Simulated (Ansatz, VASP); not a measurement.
**Ti: VASP beside Ansatz**

The input POSCAR:

```
Ti
1.0
    4.4538211635      0.0000000000      0.0000000000
   -2.2269105818      3.8571222715      0.0000000000
    0.0000000000      0.0000000000      2.7539488634
Ti
3
Direct
    0.0000000000      0.0000000000      0.0000000000
    0.3333333333      0.6666666667      0.5000000000
    0.6666666667      0.3333333333      0.5000000000
```

The input INCAR.step1:

```
PREC = Accurate
ENCUT = 520
ISMEAR = 0
SIGMA = 0.15
LREAL = False
LASPH = True
NELM = 60
NBANDS = 25
GGA = PE
ALGO = Normal
EDIFF = 1E-4
LWAVE = True
LCHARG = False
```

The input INCAR.step2:

```
PREC = Accurate
ENCUT = 520
EDIFF = 1E-6
ISMEAR = 0
SIGMA = 0.15
LREAL = False
LASPH = True
NELM = 60
ALGO = Normal
ISIF = 2
LWAVE = False
LCHARG = True
METAGGA = R2SCAN
LMIXTAU = True
LELF = True
LVHAR = True
NBANDS = 25
ISTART = 1
```

KPOINTS

```
regular mesh
0
Gamma
  12 12 16
```

Input for Ansatz:

```yaml
crystal:
  lattice:
    - [4.4538211635, 0.0, 0.0]
    - [-2.2269105818, 3.8571222715, 0.0]
    - [0.0, 0.0, 2.7539488634]
  atoms:
    - { symbol: Ti, position: [0.0, 0.0, 0.0] }
    - { symbol: Ti, position: [0.3333333333, 0.6666666667, 0.5] }
    - { symbol: Ti, position: [0.6666666667, 0.3333333333, 0.5] }
basis:
  ecutwfc: 500
kpoints:
  mp_grid: { grid: [12, 12, 16] }
hamiltonian:
  xc: r2scan
scf:
  occupations: { method: gaussian, width: 0.15 }
output:
  forces: true
  stress: true
  eigenvalues: true
```

Change from the starting cell: strain -0.025 along x and y, -0.025 along z, atoms carried along.

Alike in both runs: task single point; functional r2SCAN; k mesh 12 × 12 × 16; occupations gaussian, width 0.15 eV; no spin polarisation.

|  | VASP | Ansatz |
| --- | --- | --- |
| version | VASP 6.6.1 | Ansatz 0.2.0 |
| potentials or method | VASP PAW PBE potentials, release 64 (Ti_sv), cutoff 520 eV | scalar-relativistic, plane waves, PAW |
| valence electrons in the cell | 36 | 36 |

```tsv
	VASP	Ansatz	Ansatz less VASP
gap on the k mesh at the Fermi level (eV)	none	none	-
pressure (GPa)	10.8	10.2	-0.54
traceless stress, the component that is largest in VASP (GPa)	0.59	0.64	+0.049
```

VASP's potentials were made for PBE, not for r2SCAN. A gap of «none» marks a metal or a gap that the smearing closes.
